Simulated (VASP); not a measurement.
Input of a VASP 6.6.1 run:

File POSCAR:

```
BeS
1.0
    0.0000000000      2.3856201057      2.3856201057
    2.3856201057      0.0000000000      2.3856201057
    2.3856201057      2.3856201057      0.0000000000
Be S
1 1
Direct
    0.0000000000      0.0000000000      0.0000000000
    0.2500000000      0.2500000000      0.2500000000
```

File INCAR.step1:

```
ALGO = Normal ; EDIFF = 1E-4
ENCUT = 520 ; GGA = PE
ISMEAR = 0 ; LASPH = True
LCHARG = False ; LREAL = False
LWAVE = True ; NBANDS = 11
NELM = 60 ; PREC = Accurate
SIGMA = 0.01
```

INCAR.step2

```
ALGO = Normal ; EDIFF = 1E-6
ENCUT = 520 ; ISIF = 2
ISMEAR = 0 ; ISTART = 1
LASPH = True ; LCHARG = False
LMIXTAU = True ; LREAL = False
LWAVE = False ; METAGGA = R2SCAN
NBANDS = 11 ; NELM = 60
PREC = Accurate ; SIGMA = 0.01
```

File KPOINTS:

```
k-points
0
Gamma
  10 10 10
```

Potentials or basis: VASP PAW PBE potentials, release 64 (Be, S).

Command:

```console
$ cat potpaw_PBE.64/Be/POTCAR potpaw_PBE.64/S/POTCAR > POTCAR
$ cp INCAR.step1 INCAR
$ mpirun -np 1 vasp_std > vasp.out
$ cp INCAR.step2 INCAR
$ mpirun -np 1 vasp_std > vasp.out
```

**Question.** What does it give for the pressure?

**Answer.** 6.9 GPa.

**Question.** Estimate the band gap on the k mesh.

**Answer.** 3.46 eV, indirect (least direct gap 6.22 eV).

Caveat: the cell differs from its parent crystal (strain -2.0%); the PAW data sets were made with another functional, which shifts forces and pressure a little. A k mesh can miss the band edges.
